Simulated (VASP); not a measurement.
# Si8CO17 in VASP: single point with PBE

Aim: the single point of Si8CO17 with PBE.

All numbers are computed with VASP 6.6.1; they aren't measurements. Logs are shortened: lines on timing, memory, paths and dates and some standing lists are left out, and cuts for length are marked.

## Step 1: The cell of the first run

The cell holds a slab with vacuum, 26 atoms: a = 7.120 Å, b = 7.120 Å, c = 20.230 Å, α = 90.00°, β = 90.00°, γ = 90.00°.

## Step 2: Single point, PBE

Contents of INCAR:

```
SYSTEM = Si8CO17
  PREC = Accurate
  ENCUT = 520
  EDIFF = 1E-6
  ISMEAR = -1
  SIGMA = 0.05
  LREAL = .FALSE.
  LASPH = .TRUE.
  NELM = 120
  ALGO = Normal
  ISIF = 2
  LWAVE = .FALSE.
  LCHARG = .FALSE.
  GGA = PE
  NBANDS = 88
  GGA_COMPAT = .FALSE.
  NELMDL = -8
```

Contents of KPOINTS:

```
regular mesh
0
G
  1 1 1
  0 0 0
```

Contents of POSCAR:

```
Si8CO17
1.0
    7.1200000000      0.0000000000      0.0000000000
    0.0000000000      7.1200000000      0.0000000000
    0.0000000000      0.0000000000     20.2300000000
Si O C
8 17 1
Direct
    0.0000000000     -0.0068679775      0.2298615917
    0.2425842697      0.7584410112      0.1425111221
    0.0000000000      0.5000000000      0.0494315373
    0.2325983146      0.2344101124      0.3212506179
    0.5000000000      0.0000000000      0.0494315373
    0.7661095506      0.7603932584      0.3199851705
    0.4896769663      0.5055477528      0.2400395452
    0.7453230337      0.2547752809      0.1454522986
    0.1250000000      0.6250000000      0.0934256055
    0.0924016854      0.9101123596      0.1632773109
    0.3750000000      0.8750000000      0.0934256055
    0.3592556180      0.6404494382      0.1914087988
    0.1676544944      0.1117415730      0.2637469105
    0.1215449438      0.3032584270      0.3834008898
    0.3436235955      0.3681601124      0.2759120119
    0.2952528090      0.1499578652      0.3891893228
    0.6254073034      0.6443820225      0.2793178448
    0.7123735955      0.8669803371      0.3832723678
    0.8785112360      0.8237640449      0.2588433020
    0.8546488764      0.7048595506      0.3865991102
    0.6250000000      0.1250000000      0.0934256055
    0.6191994382      0.3805617978      0.1905931784
    0.8750000000      0.3750000000      0.0934256055
    0.8547191011      0.1428932584      0.2016510133
    0.3402106742      0.6025842697      0.5763025210
    0.3664887640      0.6263623596      0.5209045971
```

Potentials or basis: VASP PAW PBE potentials, release 64 (Si, O, C).

Command:

```bash
> cat potpaw_PBE.64/Si/POTCAR potpaw_PBE.64/O/POTCAR potpaw_PBE.64/C/POTCAR > POTCAR
> mpirun -np 1 vasp_gam > vasp.out
```

OUTCAR:

```text
SYSTEM = Si8CO17
   PREC = Accurate
   ENCUT = 520
   EDIFF = 1E-6
   ISMEAR = -1
   LREAL = .FALSE.
   LASPH = .TRUE.
   NELM = 120
   ISIF = 2
   GGA = PE
   NELMDL = -8

 ion  position               nearest neighbor table
   1  0.000  0.993  0.230-  24 1.59  19 1.60  10 1.61  13 1.61   6 2.97   2 2.98   4 3.02   8 3.11

   2  0.243  0.758  0.143-  12 1.54  10 1.58  11 1.60   9 1.61   1 2.98   5 3.14   3 3.15
   3  0.000  0.500  0.049-   9 1.54  23 1.54   2 3.15
   4  0.233  0.234  0.321-  13 1.53  15 1.54  14 1.56  16 1.57   1 3.02   7 3.13
   5  0.500  0.000  0.049-  11 1.54  21 1.54   2 3.14
   6  0.766  0.760  0.320-  18 1.54  17 1.54  20 1.54  19 1.54   1 2.97   7 3.13
   7  0.490  0.506  0.240-  17 1.59  15 1.60  22 1.63  12 1.66   4 3.13   6 3.13
   8  0.745  0.255  0.145-  22 1.56  24 1.59  23 1.64  21 1.64   1 3.11
   9  0.125  0.625  0.093-   3 1.54   2 1.61
  10  0.092  0.910  0.163-   2 1.58   1 1.61
  11  0.375  0.875  0.093-   5 1.54   2 1.60
  12  0.359  0.640  0.191-   2 1.54   7 1.66
  13  0.168  0.112  0.264-   4 1.53   1 1.61
  14  0.122  0.303  0.383-   4 1.56  16 1.65
[... 8 lines left out ...]
  23  0.875  0.375  0.093-   3 1.54   8 1.64
  24  0.855  0.143  0.202-   1 1.59   8 1.59
  25  0.340  0.603  0.576-  26 1.15
  26  0.366  0.626  0.521-  25 1.15

  LATTYP: Found a simple tetragonal cell.
 ALAT       =     7.1200000000
 C/A-ratio  =     2.8412921348

  Lattice vectors:

 A1 = (   7.1200000000,   0.0000000000,   0.0000000000)
 A2 = (   0.0000000000,   7.1200000000,   0.0000000000)
 A3 = (   0.0000000000,   0.0000000000,  20.2300000000)

Analysis of symmetry for initial positions (statically):
=====================================================================
 Subroutine PRICEL returns:
 Original cell was already a primitive cell.

 Routine SETGRP: Setting up the symmetry group for a
 simple tetragonal supercell.

 Subroutine GETGRP returns: Found  1 space group operations
 (whereof  1 operations were pure point group operations)
 out of a pool of 16 trial point group operations.

The static configuration has the point symmetry C_1 .

Analysis of symmetry for dynamics (positions and initial velocities):
=====================================================================
 Subroutine PRICEL returns:
 Original cell was already a primitive cell.

 Routine SETGRP: Setting up the symmetry group for a
 simple tetragonal supercell.

 Subroutine GETGRP returns: Found  1 space group operations
 (whereof  1 operations were pure point group operations)
 out of a pool of 16 trial point group operations.

The dynamic configuration has the point symmetry C_1 .

 Subroutine INISYM returns: Found  1 space group operations
 (whereof  1 operations are pure point group operations),
 and found     1 'primitive' translations

----------------------------------------------------------------------------------------

                                     Primitive cell

  volume of cell :    1025.5477

  direct lattice vectors                    reciprocal lattice vectors
     7.120000000  0.000000000  0.000000000     0.140449438  0.000000000  0.000000000
     0.000000000  7.120000000  0.000000000     0.000000000  0.140449438  0.000000000
     0.000000000  0.000000000 20.230000000     0.000000000  0.000000000  0.049431537

  length of vectors
     7.120000000  7.120000000 20.230000000     0.140449438  0.140449438  0.049431537

  position of ions in fractional coordinates (direct lattice)
     0.000000000  0.993132022  0.229861592
     0.242584270  0.758441011  0.142511122
     0.000000000  0.500000000  0.049431537
     0.232598315  0.234410112  0.321250618
     0.500000000  0.000000000  0.049431537
     0.766109551  0.760393258  0.319985170
[... 18 lines left out ...]
     0.340210674  0.602584270  0.576302521
     0.366488764  0.626362360  0.520904597

  ion indices of the primitive-cell ions
   primitive index   ion index
                 1           1
                 2           2
                 3           3
                 4           4
                 5           5
                 6           6
[... 18 lines left out ...]
                25          25
                26          26

----------------------------------------------------------------------------------------

 KPOINTS: regular mesh

Automatic generation of k-mesh.
 Grid dimensions read from file:
 generate k-points for:    1    1    1

 Generating k-lattice:

  Cartesian coordinates                     Fractional coordinates (reciprocal lattice)
     0.140449438  0.000000000  0.000000000     1.000000000  0.000000000  0.000000000
     0.000000000  0.140449438  0.000000000     0.000000000  1.000000000  0.000000000
     0.000000000  0.000000000  0.049431537     0.000000000  0.000000000  1.000000000

  Length of vectors
     0.140449438  0.140449438  0.049431537

  Shift w.r.t. Gamma in fractional coordinates (k-lattice)
     0.000000000  0.000000000  0.000000000

 Subroutine IBZKPT returns following result:
 ===========================================

 Found      1 irreducible k-points:

 Following reciprocal coordinates:
            Coordinates               Weight
  0.000000  0.000000  0.000000      1.000000
   k-points           NKPTS =      1   k-points in BZ     NKDIM =      1   number of bands    NBANDS=     88
   number of dos      NEDOS =    301   number of ions     NIONS =     26
   total plane-waves  NPLWV = 437400
   dimension x,y,z NGX =    54 NGY =   54 NGZ =  150
   dimension x,y,z NGXF=   108 NGYF=  108 NGZF=  300
   ions per type =               8  17   1
   NGX,Y,Z   is equivalent  to a cutoff of  12.61, 12.61, 12.33 a.u.
   NGXF,Y,Z  is equivalent  to a cutoff of  25.22, 25.22, 24.65 a.u.
 SYSTEM =  Si8CO17
   PREC   = accura    normal or accurate (medium, high low for compatibility)
   ISTART =      0    job   : 0-new  1-cont  2-samecut
   ICHARG =      2    charge: 1-file 2-atom 10-const
   ISPIN  =      1    spin polarized calculation?
   LNONCOLLINEAR =      F non collinear calculations
   LSORBIT =      F    spin-orbit coupling
   LASPH  =      T    aspherical Exc in radial PAW
   ENCUT  =  520.0 eV  38.22 Ry    6.18 a.u.  13.24 13.24 37.61*2*pi/ulx,y,z
   NELM   =    120;   NELMIN=  2; NELMDL= -8     # of ELM steps
   EDIFF  = 0.1E-05   stopping-criterion for ELM
   LREAL  =      F    real-space projection
   EDIFFG = 0.1E-04   stopping-criterion for IOM
   NSW    =      0    number of steps for IOM
   IBRION =     -1    ionic relax: 0-MD 1-quasi-New 2-CG
   NFREE  =      0    steps in history (QN), initial steepest desc. (CG)
   ISIF   =      2    stress and relaxation
   ISYM   =      2    0-nonsym 1-usesym 2-fastsym
   POTIM  = 0.5000    time-step for ionic-motion
   TEBEG  =    0.0;   TEEND  =   0.0 temperature during run
   PSTRESS=    0.0 pullay stress
   NELECT =     138.0000    total number of electrons
   NUPDOWN=      -1.0000    fix difference up-down
   EMIN   =  10.00;   EMAX   =-10.00  energy-range for DOS
   EFERMI =   0.00;   METHOD = LEGACY
   ISMEAR =    -1;   SIGMA  =   0.05  broadening in eV -4-tet -1-fermi 0-gaus
   EFERMI_NEDOS =   21; number of points for ismear=-14 and -15
   IALGO  =     38    algorithm
   IMIX   =      4    mixing-type and parameters
     AMIX     =   0.40;   BMIX     =  1.00
     AMIX_MAG =   1.60;   BMIX_MAG =  1.00
  volume/ion in A,a.u.               =      39.44       266.18
  Fermi-wavevector in a.u.,A,eV,Ry     =   0.838911  1.585312  9.575395  0.703772
  Thomas-Fermi vector in A             =   1.953043
   LORBIT       =      0    0 simple, 1 ext, 2 COOP (PROOUT), +10 PAW based schemes
   GGA     = PE    functional components
   LHFCALC =     F    Hartree Fock is set to
   AEXX    =    0.0000 exact exchange contribution
   IVDW    =     0    specifies the selected vdW correction
   LEPSILON=     F    determine dielectric tensor
   LRPA    =     F    only Hartree local field effects (RPA)
 non-spin polarized calculation
  energy-cutoff  :      520.00
  volume of cell :     1025.55
 maximum number of plane-waves:     13806
 NGX is ok and might be reduce to    54
   NGX = 27   NGY = 27   NGZ = 75

 number of electron     137.9999966 magnetization

 Free energy of the ion-electron system (eV)
  ---------------------------------------------------
  ext. energy  EPLUGINS =         0.00000000
  ---------------------------------------------------
  free energy    TOTEN  =      -182.61898447 eV

  energy without entropy =     -182.60452859  energy(sigma->0) =     -182.61175653

 E-fermi :  -2.6050     XC(G=0):  -4.0084

 val. band max:       -2.8189096329   @ k =   0.0000   0.0000   0.0000
 cond. band min:      -2.3910503010   @ k =   0.0000   0.0000   0.0000
 fundamental gap:      0.4278593319
 Fermi energy:        -2.6049766031

 k-point     1 :       0.0000    0.0000    0.0000
  band No.  band energies     occupation
      1     -26.9734      2.00000
      2     -26.0032      2.00000
      3     -25.8728      2.00000
      4     -25.4906      2.00000
      5     -24.9441      2.00000
      6     -24.8289      2.00000
[... 73 lines left out ...]
     80       2.3180      0.00000
     81       2.5710      0.00000
 [bands above 81 left out]

------------------------ aborting loop because EDIFF is reached ----------------------------------------

  FORCE on cell =-STRESS in cart. coord.  units (eV):
  Direction    XX          YY          ZZ          XY          YZ          ZX
  --------------------------------------------------------------------------------------
  -------------------------------------------------------------------------------------
  Total       32.3095064     33.7583741     38.8602735     10.1736558      2.3759634     -1.7610694
  in kB       50.4760121     52.7395275     60.7100465     15.8939467      3.7118845     -2.7512571
  external PRESSURE =      54.6418620 kB  Pullay stress =       0.0000000 kB

 VOLUME and BASIS-vectors are now :
 -----------------------------------------------------------------------------
  energy-cutoff  :      520.00
  volume of cell :     1025.55
      direct lattice vectors                 reciprocal lattice vectors
     7.120000000  0.000000000  0.000000000     0.140449438  0.000000000  0.000000000
     0.000000000  7.120000000  0.000000000     0.000000000  0.140449438  0.000000000
     0.000000000  0.000000000 20.230000000     0.000000000  0.000000000  0.049431537

 POSITION                                       TOTAL-FORCE (eV/Angst)
 -----------------------------------------------------------------------------------
      0.00000      7.07110      4.65010         0.516523      0.647370     -2.527329
      1.72720      5.40010      2.88300        -0.628109      0.365095     -3.147582
      0.00000      3.56000      1.00000         0.236134      0.199718     -5.409933
      1.65610      1.66900      6.49890         0.746140      0.655253     -0.454820
      3.56000      0.00000      1.00000        -0.164878     -0.199092     -5.427067
      5.45470      5.41400      6.47330        -0.683499     -1.069932     -3.064900
[... 18 lines left out ...]
      2.42230      4.29040     11.65860         0.109897      0.108446     -0.664407
      2.60940      4.45970     10.53790        -0.110077     -0.114301      0.631565
 -----------------------------------------------------------------------------------
    total drift:                               -0.000273      0.000917     -0.001532

  FREE ENERGIE OF THE ION-ELECTRON SYSTEM (eV)
  ---------------------------------------------------
  free  energy   TOTEN  =      -182.6189844687 eV

  energy  without entropy=     -182.6045285861  energy(sigma->0) =     -182.61175653
```

Run time: 6.4 min. Hardware: 1 thread of AMD EPYC 7R43 (Zen 3), shared host; peak memory 0.8 GiB.

What came out:

* Free energy: -182.6190 eV
* Largest force: 5.433 eV/Å

Forces on the atoms (eV/Å):
```
Si   0.517  0.647 -2.527
Si  -0.628  0.365 -3.148
Si   0.236  0.200 -5.410
Si   0.746  0.655 -0.455
Si  -0.165 -0.199 -5.427
Si  -0.683 -1.070 -3.065
Si  -0.448  0.260 -2.618
Si   0.404 -0.471 -2.400
O    1.543  0.862  2.072
O   -0.474  0.472  1.290
O   -0.695 -1.457  1.932
O    1.533 -1.498  2.917
O   -2.439 -3.856 -1.565
O   -1.560  0.794  2.140
O    2.665  3.245 -0.471
O    0.852 -0.956  2.432
O   -3.145 -2.479 -0.158
O   -1.995  3.472  3.180
O    2.792  1.553 -0.876
O    2.701 -2.264  3.506
O    2.338  2.242  3.395
O   -1.884  1.860  1.256
O   -2.250 -2.360  3.437
O    0.040 -0.011  0.597
O    0.110  0.108 -0.664
C   -0.110 -0.114  0.632
```

Levels at points of the mesh, in eV from the Fermi level:
| k point | band 66 | band 67 | band 68 | band 69 | band 70 | band 71 | band 72 | band 73 |
| --- | --- | --- | --- | --- | --- | --- | --- | --- |
| (0.00, 0.00, 0.00) | -2.32 | -2.07 | -0.66 | -0.21 | 0.21 | 1.56 | 2.28 | 2.99 |

Caveat: the k points lie up to 0.88 Å⁻¹ apart.
